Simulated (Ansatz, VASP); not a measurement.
## Two plane-wave programs on HC5

```
CELL_PARAMETERS angstrom
2.51510 0.00000 0.00000
-1.25755 2.17814 0.00000
0.00000 0.00000 25.00766
ATOMIC_POSITIONS crystal
C 0.00000 0.00000 0.32624
C 0.66667 0.33333 0.34571
C 0.66667 0.33333 0.40763
C 0.33333 0.66667 0.42812
C 0.33333 0.66667 0.48974
C 0.00000 0.00000 0.51026
C 0.00000 0.00000 0.57188
C 0.66667 0.33333 0.59237
C 0.66667 0.33333 0.65429
C 0.33333 0.66667 0.67377
H 0.33333 0.66667 0.71809
H 0.00000 0.00000 0.28192
```

Alike in both runs: functional PBE; dispersion D3(BJ); k mesh 12 × 12 × 1; occupations gaussian, width 0.03 eV; no spin polarisation.

Ansatz relaxed the structure, and its values are those at the end. VASP's run is a single point on that final structure, the one shown.

|  | VASP | Ansatz |
| --- | --- | --- |
| version | VASP 6.6.1 | Ansatz 0.2.0 |
| potentials or method | VASP PAW PBE potentials, release 64 (C, H), cutoff 520 eV | scalar-relativistic, plane waves, PAW |
| valence electrons in the cell | 42 | 42 |

```tsv
	VASP	Ansatz	Ansatz less VASP
gap on the k mesh at the Fermi level (eV)	2.73	2.73	-0.004
least direct gap on the mesh (eV)	2.73	2.73	-0.004
rms of the force components (eV/Å)	0.008	0.003	-0.0045
```

Ansatz's warnings: structure snapped to symmetry.
